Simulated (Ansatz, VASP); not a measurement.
LiTaO2: VASP beside Ansatz

```
CELL_PARAMETERS angstrom
1.46425 0.84539 5.53066
-1.46425 0.84539 5.53066
0.00000 -1.69077 5.53066
ATOMIC_POSITIONS crystal
Li 0.00000 0.00000 0.00000
Ta 0.50000 0.50000 0.50000
O 0.25336 0.25336 0.25336
O 0.74664 0.74664 0.74664
```

Alike in both runs: task single point; functional PBE; k mesh 18 × 18 × 18; occupations gaussian, width 0.1 eV; no spin polarisation.

|  | VASP | Ansatz |
| --- | --- | --- |
| version | VASP 6.6.1 | Ansatz 0.2.0 |
| potentials or method | VASP PAW PBE potentials, release 64 (Li_sv, Ta_pv, O), cutoff 520 eV | scalar-relativistic, plane waves, PAW |
| valence electrons in the cell | 26 | 28 |

```csv
,VASP,Ansatz,Ansatz less VASP
gap on the k mesh at the Fermi level (eV),none,none,-
rms of the force components (eV/Å),0.239,0.258,+0.0187
```

Atom by atom the forces differ by 0.019 eV/Å (rms over components). A gap of «none» marks a metal or a gap that the smearing closes. VASP's potentials hold 26 valence electrons a cell and Ansatz's 28, so a difference there can come from the potentials and not from the codes.

Neither program's run includes spin-orbit coupling. Noted on VASP's run: the cutoff is under 1.25 times that of the potentials, so the pressure is a little rough.
